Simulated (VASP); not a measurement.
# Ti3Si4Ni (Fmm2) in VASP: single point with PBE

Aim: the single point of Ti3Si4Ni with PBE.

Everything below comes from runs of VASP 6.6.1. Logs are shortened: lines on timing, memory, paths and dates and some standing lists are left out, and cuts for length are marked.

## Step 1: The cell of the first run

The typed cell holds 8 atoms: a = 6.337 Å, b = 6.336 Å, c = 4.554 Å, α = 68.95°, β = 68.93°, γ = 42.12°.

## Step 2: Single point, PBE, collinear spin, ferromagnetic start

Contents of INCAR:

```
SYSTEM = Ti3Si4Ni
  PREC = Accurate
  ENCUT = 520
  EDIFF = 1E-7
  ISMEAR = 0
  SIGMA = 0.1
  LREAL = .FALSE.
  LASPH = .TRUE.
  NELM = 150
  ALGO = Normal
  ISIF = 2
  LWAVE = .FALSE.
  LCHARG = .TRUE.
  ISPIN = 2
  MAGMOM = 0 0 0 0 0 0 0 2
  LORBIT = 11
  LMAXMIX = 4
  GGA = PE
  LELF = .TRUE.
  LVHAR = .TRUE.
  NBANDS = 45
```

Contents of KPOINTS:

```
regular mesh
0
G
  4 4 4
  0 0 0
```

Contents of POSCAR:

```
Ti3Si4Ni
1.0
    0.0000000000      3.2207708166      5.4573474240
    3.2192340298      0.0000000000      5.4573474240
    3.2192340298      3.2207708166      0.0000000000
Ti Si Ni
3 4 1
Direct
    0.1833108103      0.1833108103      0.3166891897
    0.6833108103      0.6833108103      0.8166891897
    0.8125818961      0.8125818961      0.1874181039
    0.4336507337      0.4336507337      0.0663492663
    0.9336507337      0.9336507337      0.5663492663
    0.0450304022      0.0450304022      0.9549695978
    0.5657095442      0.5657095442      0.4342904558
    0.3427550697      0.3427550697      0.6572449303
```

Potentials or basis: VASP PAW PBE potentials, release 64 (Ti_sv, Si, Ni).

On the command line:

```console
cat potpaw_PBE.64/Ti_sv/POTCAR potpaw_PBE.64/Si/POTCAR potpaw_PBE.64/Ni/POTCAR > POTCAR
mpirun -np 1 vasp_std > vasp.out
```

OUTCAR:

```text
SYSTEM = Ti3Si4Ni
   PREC = Accurate
   ENCUT = 520
   EDIFF = 1E-7
   ISMEAR = 0
   LREAL = .FALSE.
   LASPH = .TRUE.
   NELM = 150
   ISIF = 2
   ISPIN = 2
   LORBIT = 11
   GGA = PE

 ion  position               nearest neighbor table
   1  0.183  0.183  0.317-   7 2.61   7 2.61   3 2.68   3 2.68   5 2.72   6 2.73   6 2.73   4 2.73
                             8 2.87   8 2.87
   2  0.683  0.683  0.817-   7 2.61   7 2.61   3 2.68   3 2.68   4 2.72   6 2.73   6 2.73   5 2.73
                             8 2.87   8 2.87
   3  0.813  0.813  0.187-   6 2.54   4 2.63   5 2.63   4 2.63   5 2.63   2 2.68   2 2.68   1 2.68
                             1 2.68   7 2.69
   4  0.434  0.434  0.066-   8 2.48   8 2.48   6 2.58   6 2.58   3 2.63   3 2.63   7 2.69   7 2.69
                             2 2.72   1 2.73
   5  0.934  0.934  0.566-   8 2.48   8 2.48   6 2.58   6 2.58   3 2.63   3 2.63   7 2.69   7 2.69
                             1 2.72   2 2.73
   6  0.045  0.045  0.955-   3 2.54   5 2.58   5 2.58   4 2.58   4 2.58   2 2.73   1 2.73   1 2.73
                             2 2.73
   7  0.566  0.566  0.434-   8 2.43   1 2.61   1 2.61   2 2.61   2 2.61   3 2.69   4 2.69   5 2.69
                             5 2.69   4 2.69
   8  0.343  0.343  0.657-   7 2.43   5 2.48   4 2.48   5 2.48   4 2.48   1 2.87   1 2.87   2 2.87
                             2 2.87

  LATTYP: Found a face centered orthorhombic cell.
 ALAT       =     6.4384680596
 B/A-ratio  =     1.0004773765
 C/A-ratio  =     1.6952316525

  Lattice vectors:

 A1 = (   0.0000000000,   3.2207708166,   5.4573474240)
 A2 = (   3.2192340298,   0.0000000000,   5.4573474240)
 A3 = (   3.2192340298,   3.2207708166,   0.0000000000)

Analysis of symmetry for initial positions (statically):
=====================================================================
 Subroutine PRICEL returns:
 Original cell was already a primitive cell.

 Routine SETGRP: Setting up the symmetry group for a
 face centered orthorhombic supercell.

 Subroutine GETGRP returns: Found  4 space group operations
 (whereof  4 operations were pure point group operations)
 out of a pool of  8 trial point group operations.

The static configuration has the point symmetry C_2v.

Analysis of symmetry for dynamics (positions and initial velocities):
=====================================================================
 Subroutine PRICEL returns:
 Original cell was already a primitive cell.

 Routine SETGRP: Setting up the symmetry group for a
 face centered orthorhombic supercell.

 Subroutine GETGRP returns: Found  4 space group operations
 (whereof  4 operations were pure point group operations)
 out of a pool of  8 trial point group operations.

The dynamic configuration has the point symmetry C_2v.

Analysis of structural, dynamic, and magnetic symmetry:
=====================================================================
 Subroutine PRICEL returns:
 Original cell was already a primitive cell.

 Routine SETGRP: Setting up the symmetry group for a
 face centered orthorhombic supercell.

 Subroutine GETGRP returns: Found  4 space group operations
 (whereof  4 operations were pure point group operations)
 out of a pool of  8 trial point group operations.

The overall configuration has the point symmetry C_2v.

 Subroutine INISYM returns: Found  4 space group operations
 (whereof  4 operations are pure point group operations),
 and found     1 'primitive' translations

----------------------------------------------------------------------------------------

                                     Primitive cell

  volume of cell :     113.1681

  direct lattice vectors                    reciprocal lattice vectors
     0.000000000  3.220770817  5.457347424    -0.155316450  0.155242341  0.091619602
     3.219234030  0.000000000  5.457347424     0.155316450 -0.155242341  0.091619602
     3.219234030  3.220770817  0.000000000     0.155316450  0.155242341 -0.091619602

  length of vectors
     6.336876641  6.336095694  4.553771227     0.237944395  0.237944395  0.237944395

  position of ions in fractional coordinates (direct lattice)
     0.183310810  0.183310810  0.316689190
     0.683310810  0.683310810  0.816689190
     0.812581896  0.812581896  0.187418104
     0.433650734  0.433650734  0.066349266
     0.933650734  0.933650734  0.566349266
     0.045030402  0.045030402  0.954969598
     0.565709544  0.565709544  0.434290456
     0.342755070  0.342755070  0.657244930

  ion indices of the primitive-cell ions
   primitive index   ion index
                 1           1
                 2           2
                 3           3
                 4           4
                 5           5
                 6           6
                 7           7
                 8           8

----------------------------------------------------------------------------------------

 KPOINTS: regular mesh

Automatic generation of k-mesh.
 Grid dimensions read from file:
 generate k-points for:    4    4    4

 Generating k-lattice:

  Cartesian coordinates                     Fractional coordinates (reciprocal lattice)
    -0.038829112  0.038810585  0.022904901     0.250000000  0.000000000  0.000000000
     0.038829112 -0.038810585  0.022904901     0.000000000  0.250000000 -0.000000000
     0.038829112  0.038810585 -0.022904901     0.000000000 -0.000000000  0.250000000

  Length of vectors
     0.059486099  0.059486099  0.059486099

  Shift w.r.t. Gamma in fractional coordinates (k-lattice)
     0.000000000  0.000000000  0.000000000

 Subroutine IBZKPT returns following result:
 ===========================================

 Found     18 irreducible k-points:

 Following reciprocal coordinates:
            Coordinates               Weight
  0.000000  0.000000  0.000000      1.000000
  0.250000  0.000000  0.000000      8.000000
  0.500000  0.000000  0.000000      4.000000
  0.250000  0.250000  0.000000      2.000000
  0.500000  0.250000  0.000000      8.000000
 -0.250000  0.250000  0.000000      4.000000
[... 10 lines left out ...]
 -0.250000  0.250000  0.500000      2.000000
  0.000000  0.500000  0.500000      1.000000
   k-points           NKPTS =     18   k-points in BZ     NKDIM =     18   number of bands    NBANDS=     45
   number of dos      NEDOS =    301   number of ions     NIONS =      8
   total plane-waves  NPLWV =  82944
   dimension x,y,z NGX =    48 NGY =   48 NGZ =   36
   dimension x,y,z NGXF=    96 NGYF=   96 NGZF=   72
   ions per type =               3   4   1
   NGX,Y,Z   is equivalent  to a cutoff of  12.59, 12.59, 13.14 a.u.
   NGXF,Y,Z  is equivalent  to a cutoff of  25.19, 25.19, 26.29 a.u.
 SYSTEM =  Ti3Si4Ni
   PREC   = accura    normal or accurate (medium, high low for compatibility)
   ISTART =      0    job   : 0-new  1-cont  2-samecut
   ICHARG =      2    charge: 1-file 2-atom 10-const
   ISPIN  =      2    spin polarized calculation?
   LNONCOLLINEAR =      F non collinear calculations
   LSORBIT =      F    spin-orbit coupling
   LASPH  =      T    aspherical Exc in radial PAW
   ENCUT  =  520.0 eV  38.22 Ry    6.18 a.u.  11.78 11.78  8.47*2*pi/ulx,y,z
   NELM   =    150;   NELMIN=  2; NELMDL= -5     # of ELM steps
   EDIFF  = 0.1E-06   stopping-criterion for ELM
   LREAL  =      F    real-space projection
   EDIFFG = 0.1E-05   stopping-criterion for IOM
   NSW    =      0    number of steps for IOM
   IBRION =     -1    ionic relax: 0-MD 1-quasi-New 2-CG
   NFREE  =      0    steps in history (QN), initial steepest desc. (CG)
   ISIF   =      2    stress and relaxation
   ISYM   =      2    0-nonsym 1-usesym 2-fastsym
   POTIM  = 0.5000    time-step for ionic-motion
   TEBEG  =    0.0;   TEEND  =   0.0 temperature during run
   PSTRESS=    0.0 pullay stress
   NELECT =      62.0000    total number of electrons
   NUPDOWN=      -1.0000    fix difference up-down
   EMIN   =  10.00;   EMAX   =-10.00  energy-range for DOS
   EFERMI =   0.00;   METHOD = LEGACY
   ISMEAR =     0;   SIGMA  =   0.10  broadening in eV -4-tet -1-fermi 0-gaus
   EFERMI_NEDOS =   21; number of points for ismear=-14 and -15
   IALGO  =     38    algorithm
   IMIX   =      4    mixing-type and parameters
     AMIX     =   0.40;   BMIX     =  1.00
     AMIX_MAG =   1.60;   BMIX_MAG =  1.00
  volume/ion in A,a.u.               =      14.15        95.46
  Fermi-wavevector in a.u.,A,eV,Ry     =   1.339566  2.531412 24.414793  1.794437
  Thomas-Fermi vector in A             =   2.467948
   LORBIT       =     11    0 simple, 1 ext, 2 COOP (PROOUT), +10 PAW based schemes
   GGA     = PE    functional components
   LHFCALC =     F    Hartree Fock is set to
   AEXX    =    0.0000 exact exchange contribution
   IVDW    =     0    specifies the selected vdW correction
   LEPSILON=     F    determine dielectric tensor
   LRPA    =     F    only Hartree local field effects (RPA)
 spin polarized calculation
 Gauss-broadening in eV      SIGMA  =   0.10
  energy-cutoff  :      520.00
  volume of cell :      113.17
 maximum number of plane-waves:      3060
   NGX = 23   NGY = 23   NGZ = 17

 number of electron      62.0000007 magnetization       0.0121655

 Free energy of the ion-electron system (eV)
  ---------------------------------------------------
  ext. energy  EPLUGINS =         0.00000000
  ---------------------------------------------------
  free energy    TOTEN  =       -53.54565375 eV

  energy without entropy =      -53.50115630  energy(sigma->0) =      -53.52340502

 E-fermi :   9.7070     XC(G=0): -11.7935

 val. band max:        9.7062687035   @ k =   0.5000   0.0000   0.0000
 cond. band min:       9.7116480330   @ k =   0.0000   0.2500   0.2500
 fundamental gap:      0.0053793295
 Fermi energy:         9.7069532675

 spin component 1

 k-point     1 :       0.0000    0.0000    0.0000
  band No.  band energies     occupation
      1     -46.8341      1.00000
      2     -46.7978      1.00000
      3     -46.3654      1.00000
      4     -23.2425      1.00000
      5     -23.2424      1.00000
      6     -23.1466      1.00000
[... 35 lines left out ...]
     42      12.7413      0.00000
     43      12.8361      0.00000
[... 740 lines left out ...]
      2     -46.8101      1.00000
      3     -46.3774      1.00000
      4     -23.2693      1.00000
      5     -23.2362      1.00000
      6     -23.1771      1.00000
[... 35 lines left out ...]
     42      13.8395      0.00000
     43      14.2076      0.00000
 Fermi energy:         9.7069532675

 spin component 2

 k-point     1 :       0.0000    0.0000    0.0000
  band No.  band energies     occupation
      1     -46.8316      1.00000
      2     -46.7953      1.00000
      3     -46.3634      1.00000
      4     -23.2402      1.00000
      5     -23.2400      1.00000
      6     -23.1438      1.00000
[... 35 lines left out ...]
     42      12.7437      0.00000
     43      12.8378      0.00000
[... 740 lines left out ...]
      2     -46.8076      1.00000
      3     -46.3755      1.00000
      4     -23.2663      1.00000
      5     -23.2345      1.00000
      6     -23.1745      1.00000
[... 35 lines left out ...]
     42      13.8410      0.00000
     43      14.2083      0.00000
 [bands above 43 left out]

------------------------ aborting loop because EDIFF is reached ----------------------------------------

  FORCE on cell =-STRESS in cart. coord.  units (eV):
  Direction    XX          YY          ZZ          XY          YZ          ZX
  --------------------------------------------------------------------------------------
  -------------------------------------------------------------------------------------
  Total        0.0499518      0.0330413     -0.0574558      0.0000000      0.0000000      0.0000000
  in kB        0.7071927      0.4677818     -0.8134308      0.0000000      0.0000000      0.0000000
  external PRESSURE =       0.1205146 kB  Pullay stress =       0.0000000 kB

 VOLUME and BASIS-vectors are now :
 -----------------------------------------------------------------------------
  energy-cutoff  :      520.00
  volume of cell :      113.17
      direct lattice vectors                 reciprocal lattice vectors
     0.000000000  3.220770817  5.457347424    -0.155316450  0.155242341  0.091619602
     3.219234030  0.000000000  5.457347424     0.155316450 -0.155242341  0.091619602
     3.219234030  3.220770817  0.000000000     0.155316450  0.155242341 -0.091619602

 POSITION                                       TOTAL-FORCE (eV/Angst)
 -----------------------------------------------------------------------------------
      1.60962      1.61039      2.00078         0.000000      0.000000      0.005475
      4.82885      4.83116      7.45813         0.000000     -0.000000      0.005475
      3.21923      3.22077      8.86908         0.000000      0.000000     -0.000025
      1.60962      1.61039      4.73317         0.000000      0.000000     -0.006156
      4.82885      4.83116     10.19051         0.000000     -0.000000     -0.006156
      3.21923      3.22077      0.49149         0.000000      0.000000      0.005286
      3.21923      3.22077      6.17455         0.000000      0.000000      0.004693
      3.21923      3.22077      3.74107         0.000000      0.000000     -0.008592
 -----------------------------------------------------------------------------------
    total drift:                               -0.000014     -0.000015      0.000118

  FREE ENERGIE OF THE ION-ELECTRON SYSTEM (eV)
  ---------------------------------------------------
  free  energy   TOTEN  =       -53.5456537459 eV

  energy  without entropy=      -53.5011562981  energy(sigma->0) =      -53.52340502

 total charge

# of ion       s       p       d       tot
------------------------------------------
    1        2.194   6.146   1.974  10.314
    2        2.194   6.146   1.974  10.314
    3        2.217   6.148   2.111  10.476
    4        0.763   0.847   0.000   1.610
    5        0.763   0.847   0.000   1.610
    6        0.777   0.850   0.000   1.627
    7        0.762   0.880   0.000   1.642
    8        0.447   0.504   8.345   9.297
--------------------------------------------------
tot         10.117  22.368  14.405  46.890

 magnetization (x)

# of ion       s       p       d       tot
------------------------------------------
    1        0.000   0.000   0.002   0.003
    2        0.000   0.000   0.002   0.003
    3        0.000   0.000   0.002   0.002
    4       -0.000  -0.000   0.000  -0.000
    5       -0.000  -0.000   0.000  -0.000
    6       -0.000   0.000   0.000   0.000
    7       -0.000  -0.000   0.000  -0.000
    8       -0.000   0.000   0.002   0.002
--------------------------------------------------
tot          0.000   0.001   0.008   0.009
```

It took 3.6 min on 1 thread of Intel Xeon 6975P-C (Granite Rapids), shared host; peak memory 0.42 GiB.

Results:

```
Free energy                                           : -53.5457 eV
Pressure                                              : 0.0 GPa
Largest force                                         : 0.009 eV/Å
Band gap on the k mesh                                : zero (filled and empty bands overlap)
Net moment                                            : 0.01 μB per cell
Valence electrons inside the program's atomic spheres : Ti 10.31, 10.48; Si 1.61, 1.63, 1.64; Ni 9.30
```

Forces on the atoms (eV/Å):
```
Ti   0.000  0.000  0.005
Ti   0.000  0.000  0.005
Ti   0.000  0.000  0.000
Si   0.000  0.000 -0.006
Si   0.000  0.000 -0.006
Si   0.000  0.000  0.005
Si   0.000  0.000  0.005
Ni   0.000  0.000 -0.009
```

Caveat: the k points lie up to 0.37 Å⁻¹ apart; the starting moments collapsed, and a magnetic state may lie lower.
